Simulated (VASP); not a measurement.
# Ca2H5 (F222) in VASP: notebook

The runs below take Ca2H5 through single point, relaxation of cell and atoms, with PBE.

All numbers are computed with VASP 6.6.1; they aren't measurements. Logs are shortened: lines on timing, memory, paths and dates and some standing lists are left out, and cuts for length are marked.

## Step 1: The cell of the first run

The structure is orthorhombic, space group F222 (No. 22). The conventional cell has a = 5.147 Å, b = 7.411 Å, c = 7.623 Å, α = 90.00°, β = 90.00°, γ = 90.00°. Within 3.0 Å of Ca (site symmetry 222) lie 12 H at 2.26 to 2.95 Å and 4 Ca at 2.95 Å. Within 2.8 Å of Ca (site symmetry 222) lie 10 H at 2.09 to 2.77 Å. H (site symmetry 222) has 2 H at 1.04 Å within 1.4 Å. H (site symmetry 2) has 3 H at 1.72 to 2.01 Å and 3 Ca at 2.09 to 2.26 Å within 2.3 Å. H (site symmetry 2) has 1 H at 1.04 Å within 1.4 Å.

The cell was generated, and may not be a known phase.

## Step 2: Single point, PBE

The input, INCAR:

```
ALGO     = Normal         # electronic algorithm
EDIFF    = 1E-6           # SCF threshold, eV
ENCUT    = 520            # plane-wave cutoff, eV
GGA      = PE             # functional
ISIF     = 2              # what is computed and relaxed
ISMEAR   = 0              # smearing method
LASPH    = T              # aspherical terms in the spheres
LCHARG   = T              # write CHGCAR
LELF     = T              # ELF
LREAL    = F              # projectors in reciprocal space
LVHAR    = T            
LWAVE    = F              # write WAVECAR
NBANDS   = 22             # bands
NELM     = 80             # most SCF steps
PREC     = Accurate       # precision mode
SIGMA    = 0.1            # smearing width, eV
```

The input, KPOINTS:

```
k-points
0
Gamma
  6 6 6
```

The input, POSCAR:

```
Ca2H5
1.0
    0.0000000000      3.7055013400      3.8116105300
    2.5732837500      0.0000000000      3.8116105300
    2.5732837500      3.7055013400      0.0000000000
Ca H
2 5
Direct
    0.7500000000      0.7500000000      0.7500000000
    0.0000000000      0.0000000000      0.0000000000
    0.5000000000      0.5000000000      0.5000000000
    0.7261303500      0.7261303500      0.2738696500
    0.2738696500      0.2738696500      0.7261303500
    0.3602474100      0.6397525900      0.3602474100
    0.6397525900      0.3602474100      0.6397525900
```

Potentials or basis: VASP PAW PBE potentials, release 64 (Ca_sv, H).

On the command line:

```bash
cat potpaw_PBE.64/Ca_sv/POTCAR potpaw_PBE.64/H/POTCAR > POTCAR
mpirun -np 1 vasp_std > vasp.out
```

OUTCAR:

```text
EDIFF = 1E-6
   ENCUT = 520
   GGA = PE
   ISIF = 2
   ISMEAR = 0
   LASPH = T
   LREAL = F
   NELM = 80
   PREC = Accurate

 ion  position               nearest neighbor table
   1  0.750  0.750  0.750-   2 2.95   2 2.95   2 2.95   2 2.95
   2  0.000  0.000  0.000-   1 2.95   1 2.95   1 2.95   1 2.95
   3  0.500  0.500  0.500-
   4  0.726  0.726  0.274-
   5  0.274  0.274  0.726-
   6  0.360  0.640  0.360-
   7  0.640  0.360  0.640-

  LATTYP: Found a face centered orthorhombic cell.
 ALAT       =     5.1465675000
 B/A-ratio  =     1.4399894065
 C/A-ratio  =     1.4812243422

  Lattice vectors:

 A1 = (   0.0000000000,   3.7055013400,   3.8116105300)
 A2 = (   2.5732837500,   0.0000000000,   3.8116105300)
 A3 = (   2.5732837500,   3.7055013400,   0.0000000000)

Analysis of symmetry for initial positions (statically):
=====================================================================
 Subroutine PRICEL returns:
 Original cell was already a primitive cell.

 Routine SETGRP: Setting up the symmetry group for a
 face centered orthorhombic supercell.

 Subroutine GETGRP returns: Found  4 space group operations
 (whereof  4 operations were pure point group operations)
 out of a pool of  8 trial point group operations.

The static configuration has the point symmetry D_2 .

Analysis of symmetry for dynamics (positions and initial velocities):
=====================================================================
 Subroutine PRICEL returns:
 Original cell was already a primitive cell.

 Routine SETGRP: Setting up the symmetry group for a
 face centered orthorhombic supercell.

 Subroutine GETGRP returns: Found  4 space group operations
 (whereof  4 operations were pure point group operations)
 out of a pool of  8 trial point group operations.

The dynamic configuration has the point symmetry D_2 .

 Subroutine INISYM returns: Found  4 space group operations
 (whereof  4 operations are pure point group operations),
 and found     1 'primitive' translations

----------------------------------------------------------------------------------------

                                     Primitive cell

  volume of cell :      72.6897

  direct lattice vectors                    reciprocal lattice vectors
     0.000000000  3.705501340  3.811610530    -0.194304262  0.134934508  0.131178145
     2.573283750  0.000000000  3.811610530     0.194304262 -0.134934508  0.131178145
     2.573283750  3.705501340  0.000000000     0.194304262  0.134934508 -0.131178145

  length of vectors
     5.315930306  4.598930755  4.511377776     0.270498010  0.270498010  0.270498010

  position of ions in fractional coordinates (direct lattice)
     0.750000000  0.750000000  0.750000000
     0.000000000  0.000000000  0.000000000
     0.500000000  0.500000000  0.500000000
     0.726130350  0.726130350  0.273869650
     0.273869650  0.273869650  0.726130350
     0.360247410  0.639752590  0.360247410
     0.639752590  0.360247410  0.639752590

  ion indices of the primitive-cell ions
   primitive index   ion index
                 1           1
                 2           2
                 3           3
                 4           4
                 5           5
                 6           6
                 7           7

----------------------------------------------------------------------------------------

 KPOINTS: k-points

Automatic generation of k-mesh.
 Grid dimensions read from file:
 generate k-points for:    6    6    6

 Generating k-lattice:

  Cartesian coordinates                     Fractional coordinates (reciprocal lattice)
    -0.032384044  0.022489085  0.021863024     0.166666667  0.000000000 -0.000000000
     0.032384044 -0.022489085  0.021863024     0.000000000  0.166666667  0.000000000
     0.032384044  0.022489085 -0.021863024    -0.000000000  0.000000000  0.166666667

  Length of vectors
     0.045083002  0.045083002  0.045083002

  Shift w.r.t. Gamma in fractional coordinates (k-lattice)
     0.000000000  0.000000000  0.000000000

 Subroutine IBZKPT returns following result:
[... 56 lines left out ...]
      6     -19.0594      2.00000
[... 14 lines left out ...]
     21       8.2917      0.00000
     22       8.7326      0.00000

 k-point     6 :       0.3333    0.1667    0.0000
  band No.  band energies     occupation
      1     -38.4902      2.00000
      2     -38.0025      2.00000
      3     -19.7720      2.00000
      4     -19.6654      2.00000
      5     -19.5862      2.00000
      6     -19.1182      2.00000
[... 14 lines left out ...]
     21       8.3955      0.00000
     22       8.8491      0.00000

 k-point     7 :       0.5000    0.1667   -0.0000
  band No.  band energies     occupation
      1     -38.4809      2.00000
      2     -38.0112      2.00000
      3     -19.8018      2.00000
      4     -19.6980      2.00000
      5     -19.5655      2.00000
      6     -19.1438      2.00000
[... 324 lines left out ...]
      6     -19.1011      2.00000
[... 14 lines left out ...]
     21       8.4102      0.00000
     22       8.6201      0.00000

 k-point    21 :       0.5000    0.1667    0.1667
  band No.  band energies     occupation
      1     -38.4832      2.00000
      2     -38.0087      2.00000
      3     -19.8100      2.00000
      4     -19.6886      2.00000
      5     -19.5881      2.00000
      6     -19.1165      2.00000
[... 14 lines left out ...]
     21       7.9931      0.00000
     22       8.3450      0.00000

 k-point    22 :      -0.3333    0.1667    0.1667
  band No.  band energies     occupation
      1     -38.4804      2.00000
      2     -38.0106      2.00000
      3     -19.8429      2.00000
      4     -19.7086      2.00000
      5     -19.5963      2.00000
      6     -19.0997      2.00000
[... 14 lines left out ...]
     21       8.1289      0.00000
     22       8.2490      0.00000

 k-point    23 :      -0.1667    0.1667    0.1667
  band No.  band energies     occupation
      1     -38.4893      2.00000
      2     -38.0018      2.00000
      3     -19.8382      2.00000
      4     -19.7006      2.00000
      5     -19.6097      2.00000
      6     -19.0695      2.00000
[... 14 lines left out ...]
     21       7.9600      0.00000
     22       8.4138      0.00000

 k-point    24 :       0.5000    0.3333    0.1667
  band No.  band energies     occupation
      1     -38.4812      2.00000
      2     -38.0113      2.00000
      3     -19.7936      2.00000
      4     -19.7002      2.00000
      5     -19.5457      2.00000
      6     -19.1657      2.00000
[... 14 lines left out ...]
     21       8.1975      0.00000
     22       8.4527      0.00000

 [... further k-points ...]

------------------------ aborting loop because EDIFF is reached ----------------------------------------

  FORCE on cell =-STRESS in cart. coord.  units (eV):
  Direction    XX          YY          ZZ          XY          YZ          ZX
  --------------------------------------------------------------------------------------
  -------------------------------------------------------------------------------------
  Total       -1.2496868      2.9109200     10.1939816      0.0000000      0.0000000      0.0000000
  in kB      -27.5447348     64.1604926    224.6887160      0.0000000      0.0000000      0.0000000
  external PRESSURE =      87.1014913 kB  Pullay stress =       0.0000000 kB

 VOLUME and BASIS-vectors are now :
 -----------------------------------------------------------------------------
  energy-cutoff  :      520.00
  volume of cell :       72.69
      direct lattice vectors                 reciprocal lattice vectors
     0.000000000  3.705501340  3.811610530    -0.194304262  0.134934508  0.131178145
     2.573283750  0.000000000  3.811610530     0.194304262 -0.134934508  0.131178145
     2.573283750  3.705501340  0.000000000     0.194304262  0.134934508 -0.131178145

 POSITION                                       TOTAL-FORCE (eV/Angst)
 -----------------------------------------------------------------------------------
      3.85993      5.55825      5.71742        -0.000000     -0.000000     -0.000000
      0.00000      0.00000      0.00000        -0.000000     -0.000000     -0.000000
      2.57328      3.70550      3.81161        -0.000000     -0.000000     -0.000000
      2.57328      3.70550      5.53545         0.000000      0.000000      0.728098
      2.57328      3.70550      2.08777         0.000000      0.000000     -0.728098
      2.57328      2.66979      3.81161         0.000000     -0.446050     -0.000000
      2.57328      4.74121      3.81161         0.000000      0.446050     -0.000000
 -----------------------------------------------------------------------------------
    total drift:                                0.000000     -0.000000     -0.000000

  FREE ENERGIE OF THE ION-ELECTRON SYSTEM (eV)
  ---------------------------------------------------
  free  energy   TOTEN  =       -18.9272764576 eV

  energy  without entropy=      -18.9188106932  energy(sigma->0) =      -18.92304358
```

Wall time 53 s (1 thread of Intel Xeon 6975P-C (Granite Rapids), shared host); peak memory 0.25 GiB.

What came out:

- Free energy: -18.9273 eV
- Pressure: 8.7 GPa
- Largest force: 0.728 eV/Å
- Band gap on the k mesh: zero (an odd number of electrons rules out a gap without spin polarisation)

Forces on the atoms (eV/Å):
```
Ca   0.000  0.000  0.000
Ca   0.000  0.000  0.000
H    0.000  0.000  0.000
H    0.000  0.000  0.728
H    0.000  0.000 -0.728
H    0.000 -0.446  0.000
H    0.000  0.446  0.000
```

Stress tensor (GPa, compression positive):
```
-2.75  0.00  0.00
 0.00  6.42  0.00
 0.00  0.00 22.47
```

Levels at points of the mesh, in eV from the Fermi level:
| k point | band 10 | band 11 | band 12 | band 13 | band 14 | band 15 | band 16 | band 17 |
| --- | --- | --- | --- | --- | --- | --- | --- | --- |
| (0.00, 0.00, 0.00) | -4.25 | -3.26 | -2.97 | -1.16 | 1.15 | 1.24 | 1.57 | 2.75 |
| (0.50, 0.00, 0.00) | -4.92 | -4.25 | -2.19 | 0.56 | 1.01 | 1.20 | 1.47 | 2.35 |
| (0.50, 0.50, 0.00) | -5.26 | -2.99 | -2.96 | -0.24 | 0.46 | 1.39 | 1.65 | 2.70 |
| (0.50, 0.00, 0.50) | -5.12 | -3.54 | -2.24 | -0.08 | 0.79 | 1.35 | 1.42 | 2.66 |
| (0.00, 0.50, 0.50) | -4.16 | -3.98 | -1.89 | -0.74 | 0.45 | 1.20 | 2.40 | 2.50 |

Caveat: the stress differs along the axes, from -3 to 22 GPa.

(Part 1 of 2 ends here.)
